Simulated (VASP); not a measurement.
## HfTi3O8: single point with PBEsol

The system is HfTi3O8.

```
Hf Ti O
1.0
     3.29787   -3.27671    0.00000
     3.29787    3.27671    0.00000
     0.00000    0.00000    6.02647
Hf Ti O
1 3 8
Direct
  0.50000 0.50000 0.00000
  0.00000 0.00000 0.74462
  0.50000 0.50000 0.50000
  0.00000 0.00000 0.25538
  0.18682 0.18682 0.00000
  0.81318 0.81318 0.00000
  0.70005 0.29995 0.73620
  0.29995 0.70005 0.73620
  0.19459 0.19459 0.50000
  0.80541 0.80541 0.50000
  0.70005 0.29995 0.26380
  0.29995 0.70005 0.26380
```

| Item | Value |
| --- | --- |
| Program | VASP 6.6.1 |
| Task | single point |
| Functional | PBEsol |
| Potentials or basis | VASP PAW PBE potentials, release 64 (Hf_pv, Ti_sv, O) |
| Cutoff | 520 eV |
| k mesh | 6 × 6 × 4 |
| Occupations | fermi-dirac, width 0.02 eV |
| Spin | no spin polarisation |
| Dipole correction | no |
| Further INCAR settings | ALGO = Normal; EDIFF = 1e-06; NBANDS = 59 |

```json
{"Pressure": "-0.3 GPa", "Largest force": "0.174 eV/Å", "Band gap on the k mesh": "1.96 eV, indirect (least direct gap 2.08 eV)"}
```

Forces on the atoms (eV/Å):
```
Hf   0.000  0.000  0.000
Ti   0.000  0.000  0.011
Ti   0.000  0.000  0.000
Ti   0.000  0.000 -0.011
O    0.174  0.000  0.000
O   -0.174  0.000  0.000
O    0.000  0.093  0.128
O    0.000 -0.093  0.128
O    0.023  0.000  0.000
O   -0.023  0.000  0.000
O    0.000  0.093 -0.128
O    0.000 -0.093 -0.128
```

Stress tensor (GPa, compression positive):
```
-0.39  0.00  0.00
 0.00 -0.20  0.00
 0.00  0.00 -0.26
```

Levels at points of the mesh, in eV from the valence-band top:
| k point | band 45 | band 46 | band 47 | band 48 | band 49 | band 50 |
| --- | --- | --- | --- | --- | --- | --- |
| (0.00, 0.00, 0.00) | -0.47 | -0.47 | 0.00 | 2.08 | 2.33 | 2.49 |
| (0.50, 0.00, 0.00) | -1.06 | -0.80 | -0.68 | 1.96 | 2.25 | 2.55 |
| (0.50, 0.50, 0.00) | -0.96 | -0.72 | -0.56 | 1.98 | 2.35 | 2.57 |
| (0.00, 0.00, 0.50) | -1.18 | -0.68 | -0.34 | 2.18 | 2.37 | 2.78 |
| (0.50, 0.00, 0.50) | -0.92 | -0.77 | -0.75 | 2.45 | 2.53 | 2.86 |
| (0.50, 0.50, 0.50) | -1.41 | -1.27 | -0.99 | 2.42 | 2.75 | 2.84 |

Wall time 3.8 min on 1 thread of Intel(R) Xeon(R) 6975P-C (Granite Rapids), with other jobs on the host, peak memory 0.39 GiB.

Caveat: the PAW data sets were made with another functional, which shifts forces and pressure a little; spin-orbit coupling is left out, which moves the levels of the heavy elements. A k mesh can miss the band edges.
